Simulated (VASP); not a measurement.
**HgTe: single point with PBEsol**

The system is HgTe.

```
Hg Te
1.0
     0.00000    3.22350    3.22350
     3.22350    0.00000    3.22350
     3.22350    3.22350    0.00000
Hg Te
1 1
Direct
  0.00000 0.00000 0.00000
  0.25000 0.25000 0.25000
```

```json
{
  "Program": "VASP 6.6.1",
  "Task": "single point",
  "Functional": "PBEsol",
  "Potentials or basis": "VASP PAW PBE potentials, release 64 (Hg, Te)",
  "Cutoff": "520 eV",
  "k mesh": "6 × 6 × 6",
  "Occupations": "gaussian, width 0.05 eV",
  "Spin": "no spin polarisation",
  "Dipole correction": "no",
  "Further INCAR settings": "ALGO = Normal; EDIFF = 1e-07; NBANDS = 16"
}
```

- Pressure: 1.5 GPa
- Band gap on the k mesh: zero (filled and empty bands touch)

Levels at points of the mesh, in eV from the Fermi level:
| k point | band 7 | band 8 | band 9 | band 10 | band 11 | band 12 |
| --- | --- | --- | --- | --- | --- | --- |
| (0.00, 0.00, 0.00) | -0.80 | -0.02 | -0.02 | -0.02 | 4.15 | 4.15 |
| (0.50, 0.00, 0.00) | -5.61 | -1.03 | -1.03 | 0.62 | 4.95 | 4.95 |
| (0.50, 0.50, 0.00) | -5.53 | -2.35 | -2.35 | 1.82 | 2.34 | 8.12 |

Wall time 21 s on 1 thread of AMD EPYC 7R43 64-Core Processor (Zen 3), with other jobs on the host, peak memory 0.17 GiB.

Caveat: the PAW data sets were made with another functional, which shifts forces and pressure a little; spin-orbit coupling is left out, which moves the levels of the heavy elements.
